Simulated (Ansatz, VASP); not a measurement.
**One calculation of HfN, two programs**

```
Hf N
1.0
    -0.06777    2.22512    2.22512
     2.22512   -0.06777    2.22512
     2.22512    2.22512   -0.06777
Hf N
1 1
Direct
  0.00000 0.00000 0.00000
  0.50000 0.50000 0.50000
```

Change from the starting cell: equal xy, yz and zx shear strains of -3 %, PAW files.

Alike in both runs: task electric field gradients; functional LDA; k mesh 10 × 10 × 10; occupations fermi-dirac, width 0.03 eV; no spin polarisation.

```csv
,VASP,Ansatz
version,VASP 6.6.1,Ansatz 0.2.0
potentials or method,"VASP PAW LDA potentials, release 64 (Hf_pv, N)","PAW with Ansatz's default frozen-core files, scalar-relativistic"
plane-wave cutoff (eV),520,420
valence electrons in the cell,15,31
```

|  | VASP | Ansatz | Ansatz less VASP |
| --- | --- | --- | --- |
| pressure (GPa) | -10.4 | -9.2 | +1.25 |
| traceless stress, the component that is largest in VASP (GPa) | 3.85 | 3.82 | -0.032 |
| size of Vzz on the site where it differs most (V/Å²) | 20.2 | 22.1 | +1.85 |

LDA's correlation is that of Perdew and Zunger in VASP and of Perdew and Wang (1992) in Ansatz. VASP's potentials hold 15 valence electrons a cell and Ansatz's 31, so a difference there can come from the potentials and not from the codes.

Neither program's run includes spin-orbit coupling.
